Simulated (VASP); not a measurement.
Wanted: the native input for a VASP 6.6.1 run.

```yaml
Task: single point
Functional: PBEsol
Potentials_or_basis: VASP PAW PBE potentials, release 64 (Ag)
Cutoff: 520 eV
k_mesh: 18 × 18 × 4
Occupations: gaussian, width 0.1 eV
Spin: no spin polarisation
Dipole_correction: no
Further_INCAR_settings: ALGO = Fast; EDIFF = 1e-06; NBANDS = 30
```

The structure of Ag lies in POSCAR:

```
Ag
1.0
    2.8993803003      0.0000000000      0.0000000000
   -1.4496901502      2.5109369953      0.0000000000
    0.0000000000      0.0000000000      9.4305209100
Ag
4
Direct
    0.3333333333      0.6666666667      0.2500000000
    0.6666666667      0.3333333333      0.7500000000
    0.0000000000      0.0000000000      0.0000000000
    0.0000000000      0.0000000000      0.5000000000
```

This isn't the form of Ag at room conditions, which is fcc.

These files were run (other wordings do the same):

INCAR

```
ALGO     = Fast           # electronic algorithm
EDIFF    = 1E-6           # SCF threshold, eV
ENCUT    = 520            # plane-wave cutoff, eV
GGA      = PS             # functional
ISIF     = 2              # what is computed and relaxed
ISMEAR   = 0              # smearing method
LASPH    = T              # aspherical terms in the spheres
LCHARG   = F              # write CHGCAR
LREAL    = F              # projectors in reciprocal space
LWAVE    = F              # write WAVECAR
NBANDS   = 30             # bands
NELM     = 80             # most SCF steps
PREC     = Accurate       # precision mode
SIGMA    = 0.1            # smearing width, eV
```

KPOINTS

```
k-points
0
Gamma
  18 18 4
```

Potentials or basis: VASP PAW PBE potentials, release 64 (Ag).

The run is started by

```console
$ cat potpaw_PBE.64/Ag/POTCAR > POTCAR
$ mpirun -np 1 vasp_std > vasp.out
```

It gave:

- Pressure: -3.4 GPa
- Band gap on the k mesh: zero (bands 22 and 23 overlap by 6.41 eV)

Caveat: the cell stands under tension; the PAW data sets were made with another functional, which shifts forces and pressure a little.

Wall time 5.1 min on 1 thread of Intel Xeon 8259CL, with other jobs on the host, peak memory 0.31 GiB.
